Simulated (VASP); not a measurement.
Input of a VASP 6.6.1 run:

INCAR

```
PREC = Accurate ; ENCUT = 520
EDIFF = 1E-8 ; ISMEAR = -1
SIGMA = 0.05 ; LREAL = F
LASPH = T ; NELM = 150
ALGO = Normal ; ISIF = 2
LWAVE = F ; LCHARG = F
ISPIN = 2 ; MAGMOM = 3
LORBIT = 11 ; LMAXMIX = 4
GGA = PE ; LEFG = T
NBANDS = 14
```

The input KPOINTS:

```
regular mesh
0
Gamma
  20 20 20
```

File POSCAR:

```
Fe
1.0
   -1.4485300791      1.4485300791      1.4485300791
    1.4485300791     -1.4485300791      1.4485300791
    1.4485300791      1.4485300791     -1.4485300791
Fe
1
Direct
    0.0000000000      0.0000000000      0.0000000000
```

Potentials or basis: VASP PAW PBE potentials, release 64 (Fe).

Run with:

```bash
$ cat potpaw_PBE.64/Fe/POTCAR > POTCAR
$ mpirun -np 1 vasp_std > vasp.out
```

Question: Estimate the site moments.

Answer: Fe +2.32 μB.

Question: Estimate the net moment.

Answer: 2.31 μB per cell.

Caveat: the cell stands under tension.
